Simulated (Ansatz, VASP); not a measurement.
**MgO: VASP beside Ansatz**

Contents of INCAR:

```
SYSTEM = MgO
PREC     = Accurate       ! precision mode
ENCUT    = 520            ! plane-wave cutoff, eV
EDIFF    = 1E-6           ! SCF threshold, eV
ISMEAR   = 0              ! smearing method
SIGMA    = 0.05           ! smearing width, eV
LREAL    = .False.        ! projectors in reciprocal space
LASPH    = .True.         ! aspherical terms in the spheres
NELM     = 60             ! most SCF steps
ALGO     = Normal         ! electronic algorithm
ISIF     = 2              ! what is computed and relaxed
LWAVE    = .False.        ! write WAVECAR
LCHARG   = .False.        ! write CHGCAR
GGA      = PE             ! functional
NBANDS   = 16             ! bands
```

KPOINTS

```
regular mesh
0
Gamma
  8 8 6
  0 0 0
```

Contents of POSCAR:

```
MgO
1.0
    0.0000000000     -2.1351500000     -2.1351500000
    0.0000000000      2.1351500000     -2.1351500000
    4.2703000000      0.0000000000      0.0000000000
Mg O
2 2
Direct
    0.5526895066      0.4473104934      0.5000000000
   -0.0526895066      0.0526895066      0.0000000000
    0.4759686805      0.5240313195      0.0000000000
    0.0240313195     -0.0240313195      0.5000000000
```

Input for Ansatz:

```yaml
crystal:
  lattice:
    - [0.0, -2.13515, -2.13515]
    - [0.0, 2.13515, -2.13515]
    - [4.2703, 0.0, 0.0]
  atoms:
    - { symbol: Mg, position: [0.5526895066, 0.4473104934, 0.5] }
    - { symbol: Mg, position: [-0.0526895066, 0.0526895066, 0.0] }
    - { symbol: O, position: [0.4759686805, 0.5240313195, 0.0] }
    - { symbol: O, position: [0.0240313195, -0.0240313195, 0.5] }
basis:
  ecutwfc: 420
kpoints:
  mp_grid: { grid: [8, 8, 6] }
hamiltonian:
  xc: pbe
scf:
  occupations: { method: gaussian, width: 0.05 }
output:
  forces: true
  stress: true
  eigenvalues: true
```

Change from the starting cell: mode 4 (276.9 1/cm) frozen in, largest displacement +0.225 Å.

Alike in both runs: task single point; functional PBE; k mesh 8 × 8 × 6; occupations gaussian, width 0.05 eV; no spin polarisation.

|  | VASP | Ansatz |
| --- | --- | --- |
| version | VASP 6.6.1 | Ansatz 0.2.0 |
| potentials or method | VASP PAW PBE potentials, release 64 (Mg, O), cutoff 520 eV | scalar-relativistic, plane waves, PAW |
| valence electrons in the cell | 16 | 32 |

Ansatz gave:

| Quantity | Value |
| --- | --- |
| gap on the k mesh at the Fermi level (eV) | 4.19 |
| least direct gap on the mesh (eV) | 4.19 |
| pressure (GPa) | 0.1 |
| traceless stress, the component that is largest in VASP (GPa) | -3.99 |
| rms of the force components (eV/Å) | 0.692 |

Task: Which values does VASP return?

Result: gap on the k mesh at the Fermi level (eV): 4.17; least direct gap on the mesh (eV): 4.17; pressure (GPa): -0.6; traceless stress, the component that is largest in VASP (GPa): -4.02; rms of the force components (eV/Å): 0.698.

Atom by atom the forces differ by 0.005 eV/Å (rms over components). VASP's potentials hold 16 valence electrons a cell and Ansatz's 32, so a difference there can come from the potentials and not from the codes.
